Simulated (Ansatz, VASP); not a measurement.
## CeO2: VASP beside Ansatz

Contents of INCAR:

```
  PREC = Accurate
  ENCUT = 520
  EDIFF = 1E-6
  ISMEAR = 0
  SIGMA = 0.05
  LREAL = F
  LASPH = T
  NELM = 80
  ALGO = Normal
  ISIF = 2
  LWAVE = F
  LCHARG = T
  GGA = RE
  LELF = T
  LVHAR = T
  NBANDS = 19
```

The input KPOINTS:

```
regular mesh
0
Gamma
  8 8 8
```

The input POSCAR:

```
CeO2
1.0
    0.0000000000      2.7287413231      2.7287413231
    2.7287413231      0.0000000000      2.7287413231
    2.7287413231      2.7287413231      0.0000000000
Ce O
1 2
Direct
    0.0000000000      0.0000000000      0.0000000000
    0.2500000000      0.2500000000      0.2500000000
    0.7500000000      0.7500000000      0.7500000000
```

Input for Ansatz:

```yaml
crystal:
  lattice:
    - [0.0, 2.7287413231, 2.7287413231]
    - [2.7287413231, 0.0, 2.7287413231]
    - [2.7287413231, 2.7287413231, 0.0]
  atoms:
    - { symbol: Ce, position: [0.0, 0.0, 0.0] }
    - { symbol: O, position: [0.25, 0.25, 0.25] }
    - { symbol: O, position: [0.75, 0.75, 0.75] }
basis:
  ecutwfc: 420
  ecutrho_ratio: 4
kpoints:
  mp_grid: { grid: [8, 8, 8] }
hamiltonian:
  xc: revpbe
scf:
  occupations: { method: gaussian, width: 0.05 }
output:
  forces: true
  stress: true
  eigenvalues: true
```

Alike in both runs: task single point; functional revPBE; k mesh 8 × 8 × 8; occupations gaussian, width 0.05 eV; no spin polarisation.

```csv
,VASP,Ansatz
version,VASP 6.6.1,Ansatz 0.2.0
potentials or method,"VASP PAW PBE potentials, release 64 (Ce, O), cutoff 520 eV","scalar-relativistic, plane waves, PAW"
valence electrons in the cell,24,24
```

|  | VASP | Ansatz | Ansatz less VASP |
| --- | --- | --- | --- |
| gap on the k mesh at the Fermi level (eV) | 1.89 | 1.92 | +0.034 |
| least direct gap on the mesh (eV) | 1.98 | 2.02 | +0.035 |
| pressure (GPa) | 3.4 | 3.5 | +0.04 |

VASP's potentials were made for PBE, not for revPBE. With one functional, cell and mesh, what is left measures potentials, basis and numerics.

Neither program's run includes spin-orbit coupling.
